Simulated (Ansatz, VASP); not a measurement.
## Two plane-wave programs on O

```
O
1.0
     9.00000    0.00000    0.00000
     0.00000    9.50000    0.00000
     0.00000    0.00000   10.00000
O
2
Direct
  0.50000 0.50000 0.43950
  0.50000 0.50000 0.56050
```

Alike in both runs: functional PBEsol; k mesh 1 × 1 × 1; occupations fermi-dirac, width 0.02 eV; collinear spin.

Ansatz relaxed the structure, and its values are those at the end. VASP's run is a single point on that final structure, the one shown.

|  | VASP | Ansatz |
| --- | --- | --- |
| version | VASP 6.6.1 | Ansatz 0.2.0 |
| potentials or method | VASP PAW PBE potentials, release 64 (O), cutoff 520 eV | plane waves, PAW |
| valence electrons in the cell | 12 | 12 |

VASP gave:

```
rms of the force components (eV/Å)                            : 0.794
net moment per atom (μB)                                      : 1.00
size of the moment on the site where the two differ most (μB) : 0.81
```

Q: Which values does Ansatz return?

A: rms of the force components (eV/Å): 0.001; net moment per atom (μB): 1.00; size of the moment on the site where the two differ most (μB): 0.55.

VASP's potentials were made for PBE, not for PBEsol. Site moments also hang on the region over which each program counts them. One of these differences is far larger than is usual between the two programs; its cause wasn't traced. Ansatz's warnings: end state compared, stress scf threshold loose.

Noted on VASP's run: the standard files for N, O and F lose accuracy on very short bonds.
